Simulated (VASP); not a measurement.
Be3SnCl2:

```
Be Sn Cl
1.0
     5.41516    0.00000    0.00000
    -2.70758    4.68967    0.00000
     0.00000    0.00000    4.44745
Be Sn Cl
3 1 2
Cartesian
  -1.3538 2.3448 2.2237
  1.3538 2.3448 2.2237
  2.7076 0.0000 2.2237
  0.0000 0.0000 0.0000
  2.7076 1.5632 0.0000
  0.0000 3.1264 0.0000
```

| Quantity | Value |
| --- | --- |
| Program | VASP 6.6.1 |
| Task | relaxation of cell and atoms |
| Functional | PBE |
| Potentials or basis | VASP PAW PBE potentials, release 64 (Be, Sn_d, Cl) |
| Cutoff | 600 eV |
| k mesh | 12 × 12 × 8 |
| Occupations | gaussian, width 0.1 eV |
| Spin | no spin polarisation |

At the start: pressure -3.2 GPa; volume 18.82 Å³/atom.

Problem. How do energy, volume and symmetry change on relaxing?

Solution. Over 15 steps the energy falls by 147.6 meV/atom and the volume is 19.70 Å³/atom (+4.6 %); space group P6/mmm (No. 191, to 0.05 Å).

The path:
```
step  energy change (eV)  largest force (eV/Å)  pressure (GPa)  volume (Å³)
   1              0.0000                0.0000           -3.21       112.94
   2             -0.1967                0.0000           -0.66       106.84
   3             -0.2779                0.0000            2.39       101.48
   4             -0.4550                0.0000            3.33       102.07
   5             -0.5226                0.0000            8.68       102.44
   6             -0.6018                0.0000            5.99       102.53
   7             -0.7423                0.0000            4.22       106.86
   8             -0.8721                0.0000            0.36       119.25
   9             -0.8765                0.0000            0.81       117.33
  10             -0.8765                0.0000            0.91       117.03
  11             -0.8841                0.0000            0.44       117.32
  12             -0.8853                0.0000            0.19       117.49
  13             -0.8853                0.0000            0.19       117.49
  14             -0.8856                0.0000            0.13       117.73
  15             -0.8858                0.0000           -0.01       118.19
```

Final structure:
```
Be Sn Cl
1.0
     4.94350    0.00000    0.00000
    -2.47175    4.28120    0.00000
     0.00000    0.00000    5.58434
Be Sn Cl
3 1 2
Direct
  0.00000 0.50000 0.50000
  0.50000 0.50000 0.50000
  0.50000 0.00000 0.50000
  0.00000 0.00000 0.00000
  0.66667 0.33333 0.00000
  0.33333 0.66667 0.00000
```
